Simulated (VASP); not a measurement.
**B6P7: single point with PBE**

The system is B6P7.

```
P B
1.0
     7.01339    0.46436    0.04241
     0.46436    7.26593    0.09426
     0.04241    0.09426    7.18247
P B
14 12
Direct
  0.96163 0.13770 0.18924
  0.87073 0.43902 0.20926
  0.62380 0.24272 0.62395
  0.19159 0.00855 0.00889
  0.71046 0.43008 0.88139
  0.49537 0.86591 0.58828
  0.29835 0.92416 0.29862
  0.11802 0.65833 0.40467
  0.84122 0.02183 0.71600
  0.29014 0.33423 0.01408
  0.29695 0.25860 0.52076
  0.24089 0.63547 0.88226
  0.53592 0.50399 0.34393
  0.83010 0.80292 0.47864
  0.62918 0.88702 0.82476
  0.48369 0.72662 0.19868
  0.52348 0.65676 0.80214
  0.52640 0.26966 0.87680
  0.61024 0.87673 0.08659
  0.43351 0.30875 0.23860
  0.09360 0.55457 0.15685
  0.76028 0.97974 0.27154
  0.54778 0.08903 0.18486
  0.49893 0.06079 0.95597
  0.24930 0.51737 0.60992
  0.45595 0.60450 0.56160
```

```yaml
Program: VASP 6.6.1
Task: single point
Functional: PBE
Potentials_or_basis: VASP PAW PBE potentials, release 64 (P, B)
Cutoff: 420 eV
k_mesh: 1 × 1 × 1, shifted
Occupations: fermi-dirac, width 0.05 eV
Spin: no spin polarisation
Dipole_correction: no
Further_INCAR_settings: LREAL = Auto; ALGO = Normal; EDIFF = 1e-06; NBANDS = 72; ISYM = -1
```

```yaml
Pressure: 0.3 GPa
Largest_force: 2.971 eV/Å
```

Forces on the atoms (eV/Å):
```
P   -1.041 -0.163  0.579
P    0.043 -0.545 -0.866
P   -0.661  1.484 -0.326
P    0.409  0.495 -0.543
P    0.298  0.777 -0.615
P   -0.252 -1.556  0.329
P    0.143 -0.658 -0.091
P   -0.077  1.136 -0.294
P    0.030 -1.994 -0.130
P   -0.684  1.222  0.024
P    0.225 -0.448 -0.254
P   -0.296 -0.062 -0.046
P    1.756  0.280 -2.017
P   -0.701  1.408 -0.400
B   -0.862 -0.700  0.973
B    0.533  0.056 -0.203
B    0.998  0.416 -0.207
B    0.004 -0.325  0.255
B    0.238  0.237 -0.931
B   -0.533 -1.014  1.514
B    0.038 -0.053 -0.248
B    0.448 -0.516 -0.646
B    0.040  0.663  0.930
B    0.229 -1.505  0.458
B   -0.268  0.336 -0.031
B   -0.057  1.027  2.788
```

Stress tensor (GPa, compression positive):
```
 0.64 -1.89 -1.15
-1.89  1.01 -2.49
-1.15 -2.49 -0.65
```

Levels at points of the mesh, in eV from the Fermi level:
| k point | band 51 | band 52 | band 53 | band 54 | band 55 | band 56 |
| --- | --- | --- | --- | --- | --- | --- |
| (0.25, 0.25, 0.25) | -0.74 | -0.62 | -0.20 | 0.20 | 0.43 | 0.62 |

Wall time 61 s on 1 thread of Intel Xeon 8259CL (shared host), peak memory 0.33 GiB.

Caveat: the atoms stand as in a frame of molecular dynamics.
